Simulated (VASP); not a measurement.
Crystal: AlAs2.

```
Al As
1.0
     0.00000    3.02644    3.02644
     3.02644    0.00000    3.02644
     3.02644    3.02644    0.00000
Al As
1 2
Cartesian
  0.0000 0.0000 0.0000
  1.5132 1.5132 1.5132
  4.5397 4.5397 4.5397
```

| Item | Value |
| --- | --- |
| Program | VASP 6.6.1 |
| Task | relaxation of cell and atoms |
| Functional | r2SCAN |
| Potentials or basis | VASP PAW PBE potentials, release 64 (Al, As) |
| Cutoff | 600 eV |
| k mesh | 6 × 6 × 6 |
| Occupations | gaussian, width 0.1 eV |
| Spin | no spin polarisation |

At the start: pressure 8.1 GPa; volume 18.48 Å³/atom.

How do energy, volume and symmetry change on relaxing?

Over 3 steps the energy falls by 39.0 meV/atom and the volume is 20.16 Å³/atom (+9.1 %); space group Fm-3m (No. 225, to 0.05 Å).

Step by step:
```
step  energy change (eV)  largest force (eV/Å)  pressure (GPa)  volume (Å³)
   1              0.0000                0.0000            8.06        55.44
   2             -0.0895                0.0000           -3.06        63.24
   3             -0.1169                0.0000            0.01        60.47
```

Final structure:
```yaml
crystal:
  lattice:
    - [0.00000, 3.11538, 3.11538]
    - [3.11538, 0.00000, 3.11538]
    - [3.11538, 3.11538, 0.00000]
  atoms:
    - { symbol: Al, position: [0.00000, 0.00000, 0.00000] }
    - { symbol: As, position: [0.25000, 0.25000, 0.25000] }
    - { symbol: As, position: [0.75000, 0.75000, 0.75000] }
```

Caveat: the PAW data sets were made with another functional, which shifts forces and pressure a little.
